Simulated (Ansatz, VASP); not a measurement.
One calculation of MgO, two programs

```xyz
4
Lattice="5.9569 -1.4236 0.2745 5.9569 1.4236 0.2745 -1.5206 0.0000 2.4637" Properties=species:S:1:pos:R:3 pbc="T T T"
Mg    0.1816    0.0000    2.6638
Mg   10.2116    0.0000    0.3489
O     3.5280    0.0000    1.3270
O     6.8652    0.0000    1.6856
```

Alike in both runs: task single point; functional r2SCAN; dispersion rVV10; k mesh 12 × 12 × 12; occupations fermi-dirac, width 0.03 eV; no spin polarisation.

```csv
,VASP,Ansatz
version,VASP 6.6.1,Ansatz 0.2.0
potentials or method,"VASP PAW PBE potentials, release 64 (Mg, O)","plane waves, PAW"
plane-wave cutoff (eV),520,500
valence electrons in the cell,16,32
```

Ansatz gave:

| Item | Value |
| --- | --- |
| gap on the k mesh at the Fermi level (eV) | 3.88 |
| pressure (GPa) | 0.0 |
| traceless stress, the component that is largest in VASP (GPa) | 0.00 |
| rms of the force components (eV/Å) | 0.000 |

What did VASP give for the same quantities?

gap on the k mesh at the Fermi level (eV): 3.86; pressure (GPa): -0.8; traceless stress, the component that is largest in VASP (GPa): 0.20; rms of the force components (eV/Å): 0.010.

VASP's potentials were made for PBE, not for r2SCAN. Atom by atom the forces differ by 0.009 eV/Å (rms over components). VASP's potentials hold 16 valence electrons a cell and Ansatz's 32, so a difference there can come from the potentials and not from the codes. Ansatz's warnings: near symmetry operations not taken.
